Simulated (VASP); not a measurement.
Input of a VASP 6.6.1 run:

The input INCAR:

```
PREC     = Accurate       # precision mode
ENCUT    = 520            # plane-wave cutoff, eV
EDIFF    = 1E-6           # SCF threshold, eV
ISMEAR   = -1             # smearing method
SIGMA    = 0.15           # smearing width, eV
LREAL    = False          # projectors in reciprocal space
LASPH    = True           # aspherical terms in the spheres
NELM     = 80             # most SCF steps
ALGO     = Normal         # electronic algorithm
ISIF     = 2              # what is computed and relaxed
LWAVE    = False          # write WAVECAR
LCHARG   = False          # write CHGCAR
GGA      = PE             # functional
NBANDS   = 16             # bands
```

File KPOINTS:

```
Automatic mesh
0
Gamma
  16 10 6
```

POSCAR

```
Li2H
1.0
    2.8282769131      0.0000000000      0.0000000000
    0.0000000000      4.1690503911      0.0000000000
    0.0000000000      0.0000000000      5.9916267034
Li H
4 2
Direct
    0.5000000000      0.0000000000      0.3932670154
    0.0000000000      0.5000000000      0.1469329582
    0.5000000000      0.0000000000      0.8530670418
    0.0000000000      0.5000000000      0.6067329846
    0.5000000000      0.5000000000      0.3899181473
    0.0000000000      0.0000000000      0.6100818527
```

Potentials or basis: VASP PAW PBE potentials, release 64 (Li_sv, H).

The run is started by

```bash
$ cat potpaw_PBE.64/Li_sv/POTCAR potpaw_PBE.64/H/POTCAR > POTCAR
$ mpirun -np 1 vasp_std > vasp.out
```

(1) Predict the band gap on the k mesh.

## Answers

(1) zero (bands 7 and 8 overlap by 4.23 eV).
